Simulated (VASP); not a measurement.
Crystal: TiCo3.

```
Ti Co
1.0
     3.37443    0.00000    0.00000
     0.00000    3.37443    0.00000
     0.00000    0.00000    3.37443
Ti Co
1 3
Direct
  0.00000 0.00000 0.00000
  0.00000 0.50000 0.50000
  0.50000 0.00000 0.50000
  0.50000 0.50000 0.00000
```

Base run:

* Program: VASP 6.6.1
* Functional: PBEsol
* Potentials or basis: VASP PAW PBE potentials, release 64 (Ti_sv, Co)
* Cutoff: 520 eV
* k mesh: 12 × 12 × 12
* Occupations: gaussian, width 0.15 eV
* Spin: collinear spin, ferromagnetic start
* Starting moments: [0.9, 1.98, 1.98, 1.98] μB
* Fixed moment: 6.84 μB

Its results: pressure 79.3 GPa; site moments Ti +0.76; Co +1.95 μB.

Problem. The run is repeated on the same cell with these changes: fixed moment from 6.84 μB to 3.8 μB; moments at the start from [0.9, 1.98, 1.98, 1.98] to [0.5, 1.1, 1.1, 1.1]. What comes out?

Solution. Pressure 54.4 GPa; site moments Ti +0.06; Co +1.22 μB.

Caveats: the cell stands under pressure; the PAW data sets were made with another functional, which shifts forces and pressure a little; the total moment is fixed, so each spin has its own Fermi level.
